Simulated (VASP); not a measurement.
# W (Im-3m) in VASP: notebook, part 2 of 2

VASP 6.6.1. The steps go on from the part before.

## 5. Single point, r2SCAN

This run uses another cell than the first one, of 13.82 Å³/atom, 0.877 times its volume.

Contents of POSCAR:

```
W
1.0
   -1.5117291558      1.5117291558      1.5117291558
    1.5117291558     -1.5117291558      1.5117291558
    1.5117291558      1.5117291558     -1.5117291558
W
1
Direct
    0.0000000000      0.0000000000      0.0000000000
```

Contents of INCAR.step1:

```
PREC = Accurate
ENCUT = 520
ISMEAR = 0
SIGMA = 0.1
LREAL = False
LASPH = True
NELM = 100
NBANDS = 13
GGA = PE
ALGO = Normal
EDIFF = 1E-4
LWAVE = True
LCHARG = False
```

Contents of INCAR.step2:

```
PREC = Accurate
ENCUT = 520
EDIFF = 1E-6
ISMEAR = 0
SIGMA = 0.1
LREAL = False
LASPH = True
NELM = 100
ALGO = Normal
ISIF = 2
LWAVE = False
LCHARG = True
METAGGA = R2SCAN
LMIXTAU = True
LELF = True
LVHAR = True
NBANDS = 13
ISTART = 1
```

Contents of KPOINTS:

```
regular mesh
0
Gamma
  20 20 20
```

On the command line:

```bash
$ cat potpaw_PBE.64/W_sv/POTCAR > POTCAR
$ cp INCAR.step1 INCAR
$ mpirun -np 1 vasp_std > vasp.out
$ cp INCAR.step2 INCAR
$ mpirun -np 1 vasp_std > vasp.out
```

Run time: 1.9 min. Hardware: 1 thread of AMD EPYC 9R14 (Zen 4), shared host; peak memory 0.13 GiB.

The run converged. Its results:

```
Free energy            : -50.9858 eV
Pressure               : 62.4 GPa
Band gap on the k mesh : zero (band 7 reaches 19.81 eV, above the bottom of band 8 at 11.83 eV)
```

Levels at points of the mesh, in eV from the Fermi level:
| k point | band 4 | band 5 | band 6 | band 7 | band 8 | band 9 | band 10 | band 11 |
| --- | --- | --- | --- | --- | --- | --- | --- | --- |
| (0.00, 0.00, 0.00) | -38.67 | -10.98 | -1.66 | -1.66 | -1.66 | 2.75 | 2.75 | 15.43 |
| (0.50, 0.00, 0.00) | -38.70 | -7.67 | -4.62 | 1.06 | 2.71 | 3.94 | 7.58 | 12.30 |
| (0.50, 0.50, 0.50) | -40.12 | -7.42 | -7.42 | 6.31 | 6.31 | 6.31 | 9.73 | 9.73 |

Caveat: the PAW data sets were made with another functional, which shifts forces and pressure a little; spin-orbit coupling is left out, which moves the levels of the heavy elements.

## 6. Relaxation of cell and atoms, r2SCAN, target pressure 30 GPa, at which the enthalpy is minimised

This run uses another cell than the first one, of 14.68 Å³/atom, 0.931 times its volume.

Contents of POSCAR:

```
W
1.0
   -1.5423592145      1.5423592145      1.5423592145
    1.5423592145     -1.5423592145      1.5423592145
    1.5423592145      1.5423592145     -1.5423592145
W
1
Direct
    0.0000000000      0.0000000000      0.0000000000
```

Contents of INCAR.step1:

```
SYSTEM = W
PREC = Accurate
ENCUT = 600
ISMEAR = 0
SIGMA = 0.1
LREAL = .False.
LASPH = .True.
NELM = 100
GGA = PE
ALGO = Normal
EDIFF = 1E-4
LWAVE = .True.
LCHARG = .False.
```

Contents of INCAR.step2:

```
SYSTEM = W
PREC = Accurate
ENCUT = 600
EDIFF = 1E-6
ISMEAR = 0
SIGMA = 0.1
LREAL = .False.
LASPH = .True.
NELM = 100
ALGO = Normal
ISIF = 3
LWAVE = .False.
LCHARG = .False.
METAGGA = R2SCAN
LMIXTAU = .True.
IBRION = 2
NSW = 70
EDIFFG = -0.008
PSTRESS = 300.0
ISTART = 1
```

Contents of KPOINTS:

```
Automatic mesh
0
Gamma
  18 18 18
  0 0 0
```

Potentials or basis: VASP PAW PBE potentials, release 64 (W_sv).

On the command line:

```bash
$ cat potpaw_PBE.64/W_sv/POTCAR > POTCAR
$ cp INCAR.step1 INCAR
$ mpirun -np 1 vasp_std > vasp.out
$ cp INCAR.step2 INCAR
$ mpirun -np 1 vasp_std > vasp.out
```

OUTCAR:

```text
SYSTEM = W
   PREC = Accurate
   ENCUT = 600
   EDIFF = 1E-6
   ISMEAR = 0
   LREAL = .False.
   LASPH = .True.
   NELM = 100
   ISIF = 3
   METAGGA = R2SCAN
   IBRION = 2
   NSW = 70
   EDIFFG = -0.008
   PSTRESS = 300.0
   ISTART = 1

 ion  position               nearest neighbor table
   1  0.000  0.000  0.000-

  LATTYP: Found a body centered cubic cell.
 ALAT       =     3.0847184290

  Lattice vectors:

 A1 = (  -1.5423592145,   1.5423592145,   1.5423592145)
 A2 = (   1.5423592145,  -1.5423592145,   1.5423592145)
 A3 = (   1.5423592145,   1.5423592145,  -1.5423592145)

Analysis of symmetry for initial positions (statically):
=====================================================================
 Subroutine PRICEL returns:
 Original cell was already a primitive cell.

 Routine SETGRP: Setting up the symmetry group for a
 body centered cubic supercell.

 Subroutine GETGRP returns: Found 48 space group operations
 (whereof 48 operations were pure point group operations)
 out of a pool of 48 trial point group operations.

The static configuration has the point symmetry O_h .

Analysis of symmetry for dynamics (positions and initial velocities):
=====================================================================
 Subroutine PRICEL returns:
 Original cell was already a primitive cell.

 Routine SETGRP: Setting up the symmetry group for a
 body centered cubic supercell.

 Subroutine GETGRP returns: Found 48 space group operations
 (whereof 48 operations were pure point group operations)
 out of a pool of 48 trial point group operations.

The dynamic configuration has the point symmetry O_h .

 Subroutine INISYM returns: Found 48 space group operations
 (whereof 48 operations are pure point group operations),
 and found     1 'primitive' translations

----------------------------------------------------------------------------------------

                                     Primitive cell

  volume of cell :      14.6763

  direct lattice vectors                    reciprocal lattice vectors
    -1.542359215  1.542359215  1.542359215     0.000000000  0.324178697  0.324178697
     1.542359215 -1.542359215  1.542359215     0.324178697  0.000000000  0.324178697
     1.542359215  1.542359215 -1.542359215     0.324178697  0.324178697  0.000000000

  length of vectors
     2.671444523  2.671444523  2.671444523     0.458457910  0.458457910  0.458457910

  position of ions in fractional coordinates (direct lattice)
     0.000000000  0.000000000  0.000000000

  ion indices of the primitive-cell ions
   primitive index   ion index
                 1           1

----------------------------------------------------------------------------------------

 KPOINTS: Automatic mesh

Automatic generation of k-mesh.
 Grid dimensions read from file:
[... 25 lines left out ...]
  0.166667  0.000000  0.000000     12.000000
  0.222222  0.000000  0.000000     12.000000
  0.277778  0.000000  0.000000     12.000000
[... 16 lines left out ...]
  0.333333  0.111111  0.000000     48.000000
  0.388889  0.111111  0.000000     48.000000
 [... further k-points ...]
   k-points           NKPTS =    195   k-points in BZ     NKDIM =    195   number of bands    NBANDS=     11
   number of dos      NEDOS =    301   number of ions     NIONS =      1
   total plane-waves  NPLWV =  13824
   dimension x,y,z NGX =    24 NGY =   24 NGZ =   24
   dimension x,y,z NGXF=    48 NGYF=   48 NGZF=   48
   ions per type =               1
   NGX,Y,Z   is equivalent  to a cutoff of  14.94, 14.94, 14.94 a.u.
   NGXF,Y,Z  is equivalent  to a cutoff of  29.87, 29.87, 29.87 a.u.
 SYSTEM =  W
   PREC   = accura    normal or accurate (medium, high low for compatibility)
   ISTART =      1    job   : 0-new  1-cont  2-samecut
   ICHARG =      0    charge: 1-file 2-atom 10-const
   ISPIN  =      1    spin polarized calculation?
   LNONCOLLINEAR =      F non collinear calculations
   LSORBIT =      F    spin-orbit coupling
   LASPH  =      T    aspherical Exc in radial PAW
   ENCUT  =  600.0 eV  44.10 Ry    6.64 a.u.   5.34  5.34  5.34*2*pi/ulx,y,z
   NELM   =    100;   NELMIN=  2; NELMDL=  0     # of ELM steps
   EDIFF  = 0.1E-05   stopping-criterion for ELM
   LREAL  =      F    real-space projection
   EDIFFG = -.8E-02   stopping-criterion for IOM
   NSW    =     70    number of steps for IOM
   IBRION =      2    ionic relax: 0-MD 1-quasi-New 2-CG
   NFREE  =      1    steps in history (QN), initial steepest desc. (CG)
   ISIF   =      3    stress and relaxation
   ISYM   =      2    0-nonsym 1-usesym 2-fastsym
   POTIM  = 0.5000    time-step for ionic-motion
   TEBEG  =    0.0;   TEEND  =   0.0 temperature during run
   PSTRESS=  300.0 pullay stress
   NELECT =      14.0000    total number of electrons
   NUPDOWN=      -1.0000    fix difference up-down
   EMIN   =  10.00;   EMAX   =-10.00  energy-range for DOS
   EFERMI =   0.00;   METHOD = LEGACY
   ISMEAR =     0;   SIGMA  =   0.10  broadening in eV -4-tet -1-fermi 0-gaus
   EFERMI_NEDOS =   21; number of points for ismear=-14 and -15
   IALGO  =     38    algorithm
   IMIX   =      4    mixing-type and parameters
     AMIX     =   0.40;   BMIX     =  1.00
     AMIX_MAG =   1.60;   BMIX_MAG =  1.00
  volume/ion in A,a.u.               =      14.68        99.04
  Fermi-wavevector in a.u.,A,eV,Ry     =   1.611556  3.045399 35.335850  2.597112
  Thomas-Fermi vector in A             =   2.706927
   LORBIT       =      0    0 simple, 1 ext, 2 COOP (PROOUT), +10 PAW based schemes
   METAGGA = R2SCAN    functional components
   LHFCALC =     F    Hartree Fock is set to
   AEXX    =    0.0000 exact exchange contribution
   IVDW    =     0    specifies the selected vdW correction
   LEPSILON=     F    determine dielectric tensor
   LRPA    =     F    only Hartree local field effects (RPA)
 conjugate gradient relaxation of ions
 non-spin polarized calculation
 Gauss-broadening in eV      SIGMA  =   0.10
  energy-cutoff  :      600.00
  volume of cell :       14.68
 maximum number of plane-waves:       500
 NGX is ok and might be reduce to    24
   NGX = 11   NGY = 11   NGZ = 11

--------------------------------------- Ionic step        1  -------------------------------------------

 number of electron      14.0000000 magnetization

 Free energy of the ion-electron system (eV)
  ---------------------------------------------------
  ext. energy  EPLUGINS =         0.00000000
  ---------------------------------------------------
  free energy    TOTEN  =       -51.22727730 eV

  energy without entropy =      -51.22421253  energy(sigma->0) =      -51.22574492

------------------------ aborting loop because EDIFF is reached ----------------------------------------

  FORCE on cell =-STRESS in cart. coord.  units (eV):
  Direction    XX          YY          ZZ          XY          YZ          ZX
  --------------------------------------------------------------------------------------
  -------------------------------------------------------------------------------------
  Total        2.9630904      2.9630904      2.9630904      0.0000000      0.0000000      0.0000000
  in kB      323.4736372    323.4736372    323.4736372      0.0000000      0.0000000      0.0000000
  external PRESSURE =      23.4736372 kB  Pullay stress =     300.0000000 kB
[... 61 lines left out ...]
--------------------------------------- Ionic step        3  -------------------------------------------

 number of electron      14.0000000 magnetization

 Free energy of the ion-electron system (eV)
  ---------------------------------------------------
  ext. energy  EPLUGINS =         0.00000000
  ---------------------------------------------------
  free energy    TOTEN  =       -51.24232254 eV

  energy without entropy =      -51.23925498  energy(sigma->0) =      -51.24078876

 E-fermi :  12.3424     XC(G=0): -15.4313

 val. band max:       12.3323026039   @ k =  -0.1667   0.1667   0.0556
 cond. band min:      12.3639637194   @ k =  -0.3889   0.3889   0.2778
 fundamental gap:      0.0316611155
 Fermi energy:        12.3423651534

 k-point     1 :       0.0000    0.0000    0.0000
  band No.  band energies     occupation
      1     -63.6717      2.00000
      2     -26.4006      2.00000
      3     -26.4006      2.00000
      4     -26.4006      2.00000
      5       1.8333      2.00000
      6      10.9452      2.00000
      7      10.9452      2.00000
      8      10.9452      2.00000
      9      15.0822      0.00000
     10      15.0822      0.00000
     11      27.7697      0.00000
[... 309 lines left out ...]
 k-point    24 :       0.3889    0.1111    0.0000
  band No.  band energies     occupation
      1     -63.4650      2.00000
      2     -28.0234      2.00000
      3     -27.0009      2.00000
      4     -26.4905      2.00000
      5       5.8022      2.00000
      6       8.4127      2.00000
      7      11.7770      2.00000
      8      14.7943      0.00000
      9      16.3631      0.00000
     10      19.6764      0.00000
     11      24.9331      0.00000

 [... further k-points ...]
[... 5 lines left out ...]
  --------------------------------------------------------------------------------------
  -------------------------------------------------------------------------------------
  Total        2.7613385      2.7613385      2.7613385      0.0000000     -0.0000000      0.0000000
  in kB      299.8674658    299.8674658    299.8674658      0.0000000     -0.0000000      0.0000000
  external PRESSURE =      -0.1325342 kB  Pullay stress =     300.0000000 kB
[... 20 lines left out ...]
  energy  without entropy=      -51.2392549807  energy(sigma->0) =      -51.24078876

  enthalpy is  TOTEN    =       -48.4797636014 eV   P V=        2.7625589349

 reached required accuracy - stopping structural energy minimisation
```

OUTCAR.step1:

```text
SYSTEM = W
   PREC = Accurate
   ENCUT = 600
   ISMEAR = 0
   LREAL = .False.
   LASPH = .True.
[... 553 lines left out ...]
 POSITION                                       TOTAL-FORCE (eV/Angst)
 -----------------------------------------------------------------------------------
      0.00000      0.00000      0.00000         0.000000      0.000000      0.000000
 -----------------------------------------------------------------------------------
    total drift:                                0.000000      0.000000      0.000000

  FREE ENERGIE OF THE ION-ELECTRON SYSTEM (eV)
  ---------------------------------------------------
  free  energy   TOTEN  =       -12.7962996470 eV

  energy  without entropy=      -12.7925959420  energy(sigma->0) =      -12.79444779
```

OSZICAR.step1:

```text
N       E                     dE             d eps       ncg     rms          rms(c)
DAV:   1     0.839341093963E+02    0.83934E+02   -0.85838E+03  4298   0.161E+03
DAV:   2    -0.117104733764E+02   -0.95645E+02   -0.92417E+02  4619   0.359E+02
DAV:   3    -0.133421203512E+02   -0.16316E+01   -0.16108E+01  4882   0.454E+01
DAV:   4    -0.133502205166E+02   -0.81002E-02   -0.80994E-02  4644   0.348E+00
DAV:   5    -0.133502828260E+02   -0.62309E-04   -0.62309E-04  4791   0.309E-01    0.242E+01
DAV:   6    -0.129242551786E+02    0.42603E+00   -0.45256E-01  4533   0.930E+00    0.104E+01
DAV:   7    -0.128004149346E+02    0.12384E+00   -0.27419E-01  4722   0.681E+00    0.497E-01
DAV:   8    -0.127962774998E+02    0.41374E-02   -0.37318E-03  4413   0.957E-01    0.791E-02
DAV:   9    -0.127962996470E+02   -0.22147E-04   -0.41546E-05  2999   0.957E-02
   1 F= -.12796300E+02 E0= -.12794448E+02  d E =-.370371E-02
```

Wall time 1.9 min (1 thread of Intel Xeon 6975P-C (Granite Rapids), shared host); peak memory 0.17 GiB.

Results:

```yaml
Free_energy: -51.2423 eV
Relaxed_volume: 14.75 Å³/atom
Relaxed_cell: a = 2.676 Å, b = 2.676 Å, c = 2.676 Å, α = 109.47°, β = 109.47°, γ = 109.47°
Space_group_after_relaxing_to_0.05_Å: Im-3m (No. 229)
Energy_change_on_relaxing_the_enthalpy_is_what_falls: -15.0 meV/atom
Ionic_steps: 3
Pressure_after_relaxing: 30.0 GPa
Band_gap_on_the_k_mesh: zero (band 7 reaches 18.25 eV, above the bottom of band 8 at 10.95 eV)
```

The path:
```
step  energy change (eV)  largest force (eV/Å)  pressure (GPa)  volume (Å³)
   1              0.0000                0.0000           32.35        14.68
   2             -0.0736                0.0000           19.10        15.14
   3             -0.0150                0.0000           29.99        14.75
```

Final structure:
```
W
1.0
    -1.54507    1.54507    1.54507
     1.54507   -1.54507    1.54507
     1.54507    1.54507   -1.54507
W
1
Cartesian
  0.0000 0.0000 0.0000
```

Caveat: the cell is relaxed towards a set pressure, so the enthalpy falls and the energy may rise; the PAW data sets were made with another functional, which shifts forces and pressure a little; spin-orbit coupling is left out, which moves the levels of the heavy elements.

## 7. Overview

```csv
task,cell,k mesh,cutoff (eV),gap on the mesh (eV),pressure (GPa)
single point,"a = 2.735 Å, angles 109.5°, 1 atom",18 × 18 × 18,520,none,4.3
single point,"a = 2.744 Å, angles 109.5°, 1 atom",18 × 18 × 18,520,none,1.2
single point,"a = 2.753 Å, angles 109.5°, 1 atom",18 × 18 × 18,520,none,-1.8
single point,"a = 2.618 Å, angles 109.5°, 1 atom",20 × 20 × 20,520,none,62.4
relaxation of cell and atoms,"relaxed to 30 GPa from a = 2.671 Å, angles 109.5°, 1 atom",18 × 18 × 18,600,none,30.0
```

Alike in all rows: level r2SCAN; potentials or basis VASP PAW PBE potentials, release 64 (W_sv); no spin polarisation; smearing gaussian 0.1 eV.

Caveats: the PAW data sets were made with another functional, which shifts forces and pressure a little; spin-orbit coupling is left out, which moves the levels of the heavy elements; the cell is relaxed towards a set pressure, so the enthalpy falls and the energy may rise (some runs).

Total energies depend on the potentials used, so only differences within one code and one set of settings carry meaning.
